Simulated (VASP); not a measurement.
A run of VASP 6.6.1:

INCAR

```
SYSTEM = CdIn2O4
PREC     = Accurate       ! precision mode
ENCUT    = 520            ! plane-wave cutoff, eV
EDIFF    = 1E-6           ! SCF threshold, eV
ISMEAR   = 0              ! smearing method
SIGMA    = 0.03           ! smearing width, eV
LREAL    = .FALSE.        ! projectors in reciprocal space
LASPH    = .TRUE.         ! aspherical terms in the spheres
NELM     = 80             ! most SCF steps
ALGO     = Normal         ! electronic algorithm
ISIF     = 2              ! what is computed and relaxed
LWAVE    = .FALSE.        ! write WAVECAR
LCHARG   = .FALSE.        ! write CHGCAR
METAGGA  = R2SCAN         ! meta-GGA
LMIXTAU  = .TRUE.       
KPAR     = 4
```

The input KPOINTS:

```
regular mesh
0
G
  6 6 6
  0 0 0
```

File POSCAR:

```
CdIn2O4                                 
1.0
    0.0000000000      4.6029269421      4.6029269421
    4.6029269421      0.0000000000      4.6029269421
    4.6029269421      4.6029269421      0.0000000000
  Cd              In              O             
     2     4     8
Direct
     0.0000000000000000    0.0000000000000000    0.0000000000000000
     0.2500000000000000    0.2500000000000000    0.2500000000000000
     0.6250000000000000    0.6250000000000000    0.6250000000000000
     0.1250000000000000    0.6250000000000000    0.6250000000000000
     0.6250000000000000    0.6250000000000000    0.1250000000000000
     0.6250000000000000    0.1250000000000000    0.6250000000000000
     0.8620871070017699    0.8620871070017699    0.8620871070017699
     0.8362613210053027    0.3879128929982301    0.3879128929982301
     0.8620871070017699    0.8620871070017699    0.4137386789946973
     0.3879128929982301    0.8362613210053027    0.3879128929982301
     0.4137386789946973    0.8620871070017699    0.8620871070017699
     0.3879128929982301    0.3879128929982301    0.3879128929982301
     0.8620871070017699    0.4137386789946973    0.8620871070017699
     0.3879128929982301    0.3879128929982301    0.8362613210053027
```

KPOINTS_OPT

```
explicit points
202
Reciprocal
 0.0000000000  0.0000000000  0.0000000000 1
 0.0555555556  0.0000000000  0.0555555556 1
 0.1111111111  0.0000000000  0.1111111111 1
 0.1666666667  0.0000000000  0.1666666667 1
 0.2222222222  0.0000000000  0.2222222222 1
 0.2777777778  0.0000000000  0.2777777778 1
[... 194 lines left out ...]
 0.4819481000  0.0180519000  0.5000000000 1
 0.5180519000 -0.0180519000  0.5000000000 1
```

Potentials or basis: VASP PAW PBE potentials, release 64 (Cd, In_d, O).

The run is started by

```sh
$ cat potpaw_PBE.64/Cd/POTCAR potpaw_PBE.64/In_d/POTCAR potpaw_PBE.64/O/POTCAR > POTCAR
$ mpirun -np 4 vasp_std > vasp.out
```

Hardware: 4 MPI ranks on Intel(R) Xeon(R) 6975P-C (Granite Rapids), on a shared host.

Problem. How long does it take, and how much memory?

Solution. Run time: 16 min on 4 MPI ranks on Intel(R) Xeon(R) 6975P-C (Granite Rapids), on a shared host, peak memory 0.58 GiB a rank. Counts: k points 16.
